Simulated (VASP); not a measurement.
A run of VASP 6.6.1 is set up as follows.

The input INCAR:

```
SYSTEM = C
ALGO     = Normal         ! electronic algorithm
EDIFF    = 1E-6           ! SCF threshold, eV
ENCUT    = 520            ! plane-wave cutoff, eV
GGA      = CA             ! functional
ISIF     = 2              ! what is computed and relaxed
ISMEAR   = -1             ! smearing method
LASPH    = .True.         ! aspherical terms in the spheres
LCHARG   = .True.         ! write CHGCAR
LELF     = .True.         ! ELF
LREAL    = .False.        ! projectors in reciprocal space
LVHAR    = .True.       
LWAVE    = .False.        ! write WAVECAR
NBANDS   = 16             ! bands
NELM     = 60             ! most SCF steps
PREC     = Accurate       ! precision mode
SIGMA    = 0.05           ! smearing width, eV
```

File KPOINTS:

```
k-points
0
Gamma
  12 12 12
  0 0 0
```

POSCAR

```
C
1.0
    1.2080139297      0.6974471676      8.1135346977
   -1.2080139297      0.6974471676      8.1135346977
    0.0000000000     -1.3948943350      8.1135346977
C
4
Direct
    0.0871730800      0.0871730800      0.0871730800
    0.7538500600      0.7538500600      0.7538500600
    0.2461499400      0.2461499400      0.2461499400
    0.9128269200      0.9128269200      0.9128269200
```

Potentials or basis: VASP PAW LDA potentials, release 64 (C).

The run is started by

```bash
$ cat potpaw_LDA.64/C/POTCAR > POTCAR
$ mpirun -np 1 vasp_std > vasp.out
```

(1) Estimate the band gap on the k mesh.

(2) Predict the largest force.

Results:

(1) 0.21 eV, direct.

(2) 0.008 eV/Å.
